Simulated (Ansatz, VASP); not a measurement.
Cu: VASP beside Ansatz

```
Cu
1.0
     2.36909    0.00000    0.00000
     0.00000    2.36909    0.00000
     0.00000    0.00000    2.36909
Cu
1
Direct
  0.00000 0.00000 0.00000
```

Alike in both runs: task single point; functional r2SCAN; k mesh 15 × 15 × 15; occupations fermi-dirac, width 0.1 eV; no spin polarisation.

|  | VASP | Ansatz |
| --- | --- | --- |
| version | VASP 6.6.1 | Ansatz 0.2.0 |
| potentials or method | VASP PAW PBE potentials, release 64 (Cu_sv_GW), cutoff 900 eV | plane waves (500 eV) with PAW, scalar-relativistic |
| valence electrons in the cell | 19 | 19 |

Ansatz gave:

* pressure (GPa): 0.0

Question: What did VASP give for the same quantities?

Answer: Pressure (GPa): -0.5.

VASP's potentials were made for PBE, not for r2SCAN. With one functional, cell and mesh, what is left measures potentials, basis and numerics.
